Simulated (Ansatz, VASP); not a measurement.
Ta4In in VASP and in Ansatz

```
Ta In
1.0
    -3.69362    3.69362    1.74997
     3.69362   -3.69362    1.74997
     3.69362    3.69362   -1.74997
Ta In
4 1
Cartesian
  2.2917 0.7122 1.7500
  -0.7122 2.2917 1.7500
  1.4019 2.9814 0.0000
  4.4058 1.4019 0.0000
  0.0000 0.0000 0.0000
```

Alike in both runs: functional PBE; k mesh 10 × 10 × 10; occupations gaussian, width 0.1 eV; no spin polarisation.

Ansatz relaxed the structure, and its values are those at the end. VASP's run is a single point on that final structure, the one shown.

|  | VASP | Ansatz |
| --- | --- | --- |
| version | VASP 6.6.1 | Ansatz 0.2.0 |
| potentials or method | VASP PAW PBE potentials, release 64 (Ta_pv, In_d), cutoff 520 eV | scalar-relativistic, plane waves, PAW |
| valence electrons in the cell | 57 | 65 |

Ansatz gave:

```
gap on the k mesh at the Fermi level (eV) : none
pressure (GPa)                            : 0.0
rms of the force components (eV/Å)        : 0.002
```

Question: Estimate VASP's values.

Answer: gap on the k mesh at the Fermi level (eV): none; pressure (GPa): 0.0; rms of the force components (eV/Å): 0.004.

A gap of «none» marks a metal or a gap that the smearing closes. With one functional, cell and mesh, what is left measures potentials, basis and numerics. VASP's potentials hold 57 valence electrons a cell and Ansatz's 65, so a difference there can come from the potentials and not from the codes.

Neither program's run includes spin-orbit coupling.
